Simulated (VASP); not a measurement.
# Sr (P6_3/mmc) in VASP: further runs

Runs on Sr. Level: PBE. Tasks: electric field gradients.

Everything below comes from runs of VASP 6.6.1. Logs are shortened: lines on timing, memory, paths and dates and some standing lists are left out, and cuts for length are marked.

## Step 1: The cell of the first run

It takes space group P6_3/mmc (No. 194, hexagonal). The conventional cell has a = 4.270 Å, b = 4.270 Å, c = 6.999 Å, α = 90.00°, β = 90.00°, γ = 120.00°. Sr (site symmetry -6m2) has 12 Sr at 4.27 to 4.28 Å within 5.6 Å.

## Step 2: Electric field gradients, PBE

INCAR

```
SYSTEM = Sr
PREC     = Accurate       ! precision mode
ENCUT    = 520            ! plane-wave cutoff, eV
EDIFF    = 1E-8           ! SCF threshold, eV
ISMEAR   = -1             ! smearing method
SIGMA    = 0.08           ! smearing width, eV
LREAL    = .False.        ! projectors in reciprocal space
LASPH    = .True.         ! aspherical terms in the spheres
NELM     = 80             ! most SCF steps
ALGO     = Normal         ! electronic algorithm
ISIF     = 2              ! what is computed and relaxed
LWAVE    = .False.        ! write WAVECAR
LCHARG   = .False.        ! write CHGCAR
GGA      = PE             ! functional
LEFG     = .True.       
NBANDS   = 17             ! bands
```

KPOINTS

```
regular mesh
0
Gamma
  11 11 6
  0 0 0
```

POSCAR

```
Sr
1.0
    4.2696216180      0.0000000000      0.0000000000
   -2.1348108090      3.6976007857      0.0000000000
    0.0000000000      0.0000000000      6.9986822818
Sr
2
Direct
    0.3333333333      0.6666666667      0.2500000000
    0.6666666667      0.3333333333      0.7500000000
```

Potentials or basis: VASP PAW PBE potentials, release 64 (Sr_sv).

Run with:

```sh
$ cat potpaw_PBE.64/Sr_sv/POTCAR > POTCAR
$ mpirun -np 1 vasp_std > vasp.out
```

OUTCAR:

```text
SYSTEM = Sr
   PREC = Accurate
   ENCUT = 520
   EDIFF = 1E-8
   ISMEAR = -1
   LREAL = .False.
   LASPH = .True.
   NELM = 80
   ISIF = 2
   GGA = PE

 ion  position               nearest neighbor table
   1  0.333  0.667  0.250-   2 4.28   2 4.28   2 4.28   2 4.28   2 4.28   2 4.28
   2  0.667  0.333  0.750-   1 4.28   1 4.28   1 4.28   1 4.28   1 4.28   1 4.28

  LATTYP: Found a hexagonal cell.
 ALAT       =     4.2696216180
 C/A-ratio  =     1.6391809176

  Lattice vectors:

 A1 = (   4.2696216180,   0.0000000000,   0.0000000000)
 A2 = (  -2.1348108090,   3.6976007857,   0.0000000000)
 A3 = (   0.0000000000,   0.0000000000,   6.9986822818)

Analysis of symmetry for initial positions (statically):
=====================================================================
 Subroutine PRICEL returns:
 Original cell was already a primitive cell.

 Routine SETGRP: Setting up the symmetry group for a
 hexagonal supercell.

 Subroutine GETGRP returns: Found 24 space group operations
 (whereof 12 operations were pure point group operations)
 out of a pool of 24 trial point group operations.

The static configuration has the point symmetry D_3d.
 The point group associated with its full space group is D_6h.

Analysis of symmetry for dynamics (positions and initial velocities):
=====================================================================
 Subroutine PRICEL returns:
 Original cell was already a primitive cell.

 Routine SETGRP: Setting up the symmetry group for a
 hexagonal supercell.

 Subroutine GETGRP returns: Found 24 space group operations
 (whereof 12 operations were pure point group operations)
 out of a pool of 24 trial point group operations.

The dynamic configuration has the point symmetry D_3d.
 The point group associated with its full space group is D_6h.

 Subroutine INISYM returns: Found 24 space group operations
 (whereof 12 operations are pure point group operations),
 and found     1 'primitive' translations

----------------------------------------------------------------------------------------

                                     Primitive cell

  volume of cell :     110.4907

  direct lattice vectors                    reciprocal lattice vectors
     4.269621618  0.000000000  0.000000000     0.234212792  0.135222819  0.000000000
    -2.134810809  3.697600786  0.000000000     0.000000000  0.270445637  0.000000000
     0.000000000  0.000000000  6.998682282     0.000000000  0.000000000  0.142884040

  length of vectors
     4.269621618  4.269621618  6.998682282     0.270445637  0.270445637  0.142884040

  position of ions in fractional coordinates (direct lattice)
     0.333333333  0.666666667  0.250000000
     0.666666667  0.333333333  0.750000000

  ion indices of the primitive-cell ions
   primitive index   ion index
                 1           1
                 2           2

----------------------------------------------------------------------------------------

 KPOINTS: regular mesh

Automatic generation of k-mesh.
 Grid dimensions read from file:
 generate k-points for:   11   11    6

 Generating k-lattice:

  Cartesian coordinates                     Fractional coordinates (reciprocal lattice)
     0.021292072  0.012292984  0.000000000     0.090909091 -0.000000000  0.000000000
     0.000000000  0.024585967  0.000000000     0.000000000  0.090909091  0.000000000
     0.000000000  0.000000000  0.023814007     0.000000000  0.000000000  0.166666667

  Length of vectors
     0.024585967  0.024585967  0.023814007

  Shift w.r.t. Gamma in fractional coordinates (k-lattice)
     0.000000000  0.000000000  0.000000000

 Subroutine IBZKPT returns following result:
 ===========================================

 Found     64 irreducible k-points:

 Following reciprocal coordinates:
            Coordinates               Weight
  0.000000  0.000000  0.000000      1.000000
  0.090909 -0.000000  0.000000      6.000000
  0.181818  0.000000  0.000000      6.000000
  0.272727  0.000000  0.000000      6.000000
  0.363636  0.000000  0.000000      6.000000
  0.454545  0.000000  0.000000      6.000000
[... 16 lines left out ...]
  0.090909  0.090909  0.166667     12.000000
  0.181818  0.090909  0.166667     24.000000
 [... further k-points ...]
   k-points           NKPTS =     64   k-points in BZ     NKDIM =     64   number of bands    NBANDS=     17
   number of dos      NEDOS =    301   number of ions     NIONS =      2
   total plane-waves  NPLWV =  55296
   dimension x,y,z NGX =    32 NGY =   32 NGZ =   54
   dimension x,y,z NGXF=    64 NGYF=   64 NGZF=  108
   ions per type =               2
   NGX,Y,Z   is equivalent  to a cutoff of  12.46, 12.46, 12.83 a.u.
   NGXF,Y,Z  is equivalent  to a cutoff of  24.92, 24.92, 25.65 a.u.
 SYSTEM =  Sr
   PREC   = accura    normal or accurate (medium, high low for compatibility)
   ISTART =      0    job   : 0-new  1-cont  2-samecut
   ICHARG =      2    charge: 1-file 2-atom 10-const
   ISPIN  =      1    spin polarized calculation?
   LNONCOLLINEAR =      F non collinear calculations
   LSORBIT =      F    spin-orbit coupling
   LASPH  =      T    aspherical Exc in radial PAW
   ENCUT  =  520.0 eV  38.22 Ry    6.18 a.u.   7.94  7.94 13.01*2*pi/ulx,y,z
   NELM   =     80;   NELMIN=  2; NELMDL= -5     # of ELM steps
   EDIFF  = 0.1E-07   stopping-criterion for ELM
   LREAL  =      F    real-space projection
   EDIFFG = 0.1E-06   stopping-criterion for IOM
   NSW    =      0    number of steps for IOM
   IBRION =     -1    ionic relax: 0-MD 1-quasi-New 2-CG
   NFREE  =      0    steps in history (QN), initial steepest desc. (CG)
   ISIF   =      2    stress and relaxation
   ISYM   =      2    0-nonsym 1-usesym 2-fastsym
   POTIM  = 0.5000    time-step for ionic-motion
   TEBEG  =    0.0;   TEEND  =   0.0 temperature during run
   PSTRESS=    0.0 pullay stress
   NELECT =      20.0000    total number of electrons
   NUPDOWN=      -1.0000    fix difference up-down
   EMIN   =  10.00;   EMAX   =-10.00  energy-range for DOS
   EFERMI =   0.00;   METHOD = LEGACY
   ISMEAR =    -1;   SIGMA  =   0.08  broadening in eV -4-tet -1-fermi 0-gaus
   EFERMI_NEDOS =   21; number of points for ismear=-14 and -15
   IALGO  =     38    algorithm
   IMIX   =      4    mixing-type and parameters
     AMIX     =   0.40;   BMIX     =  1.00
     AMIX_MAG =   1.60;   BMIX_MAG =  1.00
  volume/ion in A,a.u.               =      55.25       372.81
  Fermi-wavevector in a.u.,A,eV,Ry     =   0.926068  1.750015 11.668386  0.857602
  Thomas-Fermi vector in A             =   2.051991
   LORBIT       =      0    0 simple, 1 ext, 2 COOP (PROOUT), +10 PAW based schemes
   GGA     = PE    functional components
   LHFCALC =     F    Hartree Fock is set to
   AEXX    =    0.0000 exact exchange contribution
   IVDW    =     0    specifies the selected vdW correction
   LEPSILON=     F    determine dielectric tensor
   LRPA    =     F    only Hartree local field effects (RPA)
 non-spin polarized calculation
  energy-cutoff  :      520.00
  volume of cell :      110.49
 maximum number of plane-waves:      2999
 NGX is ok and might be reduce to    32
   NGX = 15   NGY = 15   NGZ = 27

 number of electron      20.0000000 magnetization

 Free energy of the ion-electron system (eV)
  ---------------------------------------------------
  ext. energy  EPLUGINS =         0.00000000
  ---------------------------------------------------
  free energy    TOTEN  =        -3.29696314 eV

  energy without entropy =       -3.24038394  energy(sigma->0) =       -3.26867354

 E-fermi :   1.5675     XC(G=0):  -7.3363

 val. band max:        1.5307330221   @ k =   0.3636   0.0909   0.0000
 cond. band min:       1.5749475894   @ k =   0.2727   0.0000   0.0000
 fundamental gap:      0.0442145673
 Fermi energy:         1.5674513486

 k-point     1 :       0.0000    0.0000    0.0000
  band No.  band energies     occupation
      1     -35.0521      2.00000
      2     -35.0388      2.00000
      3     -17.1290      2.00000
      4     -16.9683      2.00000
      5     -16.9683      2.00000
      6     -16.9424      2.00000
[... 9 lines left out ...]
     16       4.2736      0.00000
     17       4.7991      0.00000

 k-point     2 :       0.0909   -0.0000    0.0000
  band No.  band energies     occupation
      1     -35.0512      2.00000
      2     -35.0383      2.00000
      3     -17.1240      2.00000
      4     -16.9801      2.00000
      5     -16.9720      2.00000
      6     -16.9546      2.00000
[... 9 lines left out ...]
     16       4.3857      0.00000
     17       4.6309      0.00000
[... 421 lines left out ...]
 k-point    24 :       0.1818    0.0909    0.1667
  band No.  band energies     occupation
      1     -35.0455      2.00000
      2     -35.0367      2.00000
      3     -17.0924      2.00000
      4     -17.0284      2.00000
      5     -17.0208      2.00000
      6     -16.9872      2.00000
[... 9 lines left out ...]
     16       4.5569      0.00000
     17       4.7874      0.00000

 [... further k-points ...]
[... 5 lines left out ...]
  --------------------------------------------------------------------------------------
  -------------------------------------------------------------------------------------
  Total        0.0098574      0.0098574      0.0150808     -0.0000000      0.0000000      0.0000000
  in kB        0.1429373      0.1429373      0.2186799     -0.0000000      0.0000000      0.0000000
  external PRESSURE =       0.1681848 kB  Pullay stress =       0.0000000 kB

 VOLUME and BASIS-vectors are now :
 -----------------------------------------------------------------------------
  energy-cutoff  :      520.00
  volume of cell :      110.49
      direct lattice vectors                 reciprocal lattice vectors
     4.269621618  0.000000000  0.000000000     0.234212792  0.135222819  0.000000000
    -2.134810809  3.697600786  0.000000000     0.000000000  0.270445637  0.000000000
     0.000000000  0.000000000  6.998682282     0.000000000  0.000000000  0.142884040

 POSITION                                       TOTAL-FORCE (eV/Angst)
 -----------------------------------------------------------------------------------
     -0.00000      2.46507      1.74967         0.000000     -0.000000      0.000000
      2.13481      1.23253      5.24901        -0.000000      0.000000      0.000000
 -----------------------------------------------------------------------------------
    total drift:                               -0.000000      0.000000     -0.000000

  FREE ENERGIE OF THE ION-ELECTRON SYSTEM (eV)
  ---------------------------------------------------
  free  energy   TOTEN  =        -3.2969631356 eV

  energy  without entropy=       -3.2403839385  energy(sigma->0) =       -3.26867354

 Electric field gradients (V/A^2)
---------------------------------------------------------------------
 ion       V_xx      V_yy      V_zz      V_xy      V_xz      V_yz
---------------------------------------------------------------------
   1       1.950     1.950    -3.900     0.000     0.000    -0.000
   2       1.950     1.950    -3.900     0.000    -0.000     0.000
---------------------------------------------------------------------

 Electric field gradients after diagonalization (V/A^2)
 (convention: |V_zz| > |V_xx| > |V_yy|)
----------------------------------------------------------------------
 ion       V_xx      V_yy      V_zz     asymmetry (V_yy - V_xx)/ V_zz
----------------------------------------------------------------------
   1       1.950     1.950    -3.900       0.000
   2       1.950     1.950    -3.900       0.000
----------------------------------------------------------------------

           NMR quadrupolar parameters

 Cq : quadrupolar parameter    Cq=e*Q*V_zz/h
 eta: asymmetry parameters     (V_yy - V_xx)/ V_zz
 Q  : nuclear electric quadrupole moment in mb (millibarn)
----------------------------------------------------------------------
 ion       Cq(MHz)       eta       Q (mb)
----------------------------------------------------------------------
   1      -0.009       0.000       1.000
   2      -0.009       0.000       1.000
----------------------------------------------------------------------
```

It took 43 s on 1 thread of Intel Xeon 6975P-C (Granite Rapids), shared host; peak memory 0.27 GiB.

Results:

* Free energy: -3.2970 eV
* Pressure: 0.0 GPa
* Band gap on the k mesh: zero (band 10 reaches 1.68 eV, above the bottom of band 11 at 1.57 eV)

Electric field gradients, principal values (V/Å²):
| atom | least | middle | greatest (by size) |
| --- | --- | --- | --- |
| 1 Sr | 1.950 | 1.950 | -3.900 |
| 2 Sr | 1.950 | 1.950 | -3.900 |

Caveat: without QUAD_EFG the Cq values of the log hold for a quadrupole moment of 1 mb, not for the nuclei.

(Continued in part 2 of 3.)
